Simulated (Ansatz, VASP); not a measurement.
TlBr in VASP and in Ansatz

The input INCAR:

```
SYSTEM = TlBr
PREC = Accurate ; ENCUT = 500
EDIFF = 1E-6 ; ISMEAR = 0
SIGMA = 0.01 ; LREAL = .FALSE.
LASPH = .TRUE. ; NELM = 120
ALGO = Normal ; ISIF = 2
LWAVE = .FALSE. ; LCHARG = .FALSE.
NBANDS = 17 ; GGA_COMPAT = .FALSE.
```

The input KPOINTS:

```
Automatic mesh
0
G
  6 6 6
  0 0 0
```

POSCAR

```
TlBr
1.0
    3.9461936984      0.0000000000      0.0000000000
    0.0000000000      3.9461936984      0.0000000000
    0.0000000000      0.0000000000      3.9461936984
Tl Br
1 1
Direct
    0.0000000000      0.0000000000      0.0000000000
    0.5000000000      0.5000000000      0.5000000000
```

Input for Ansatz:

```yaml
crystal:
  lattice:
    - [3.9461936984, 0.0, 0.0]
    - [0.0, 3.9461936984, 0.0]
    - [0.0, 0.0, 3.9461936984]
  atoms:
    - { symbol: Tl, position: [0.0, 0.0, 0.0] }
    - { symbol: Br, position: [0.5, 0.5, 0.5] }
kpoints:
  mp_grid: { grid: [6, 6, 6] }
  band_path:
    path:
      - [0.0, 0.0, 0.0]
      - [0.0, 0.5, 0.0]
      - [0.5, 0.5, 0.0]
      - [0.5, 0.5, 0.5]
      - [0.0, 0.0, 0.5]
    npoints: 1
hamiltonian:
  xc: lda
scf:
  occupations: { method: fixed }
  n_extra_bands: 4
output:
  forces: true
  stress: true
  eigenvalues: true
```

Alike in both runs: task single point; functional LDA; k mesh 6 × 6 × 6; no spin polarisation.

|  | VASP | Ansatz |
| --- | --- | --- |
| version | VASP 6.6.1 | Ansatz 0.2.0 |
| potentials or method | VASP PAW LDA potentials, release 64 (Tl_d, Br) | plane waves, PAW |
| plane-wave cutoff (eV) | 500 | 420 |
| occupations | gaussian, width 0.01 eV | fixed |
| valence electrons in the cell | 20 | 20 |

VASP gave:

* gap on the k mesh at the Fermi level (eV): 1.58
* pressure (GPa): -2.2

Task: Estimate Ansatz's values.

Result: gap on the k mesh at the Fermi level (eV): 1.60; pressure (GPa): -2.2.

LDA's correlation is that of Perdew and Zunger in VASP and of Perdew and Wang (1992) in Ansatz.

Neither program's run includes spin-orbit coupling.
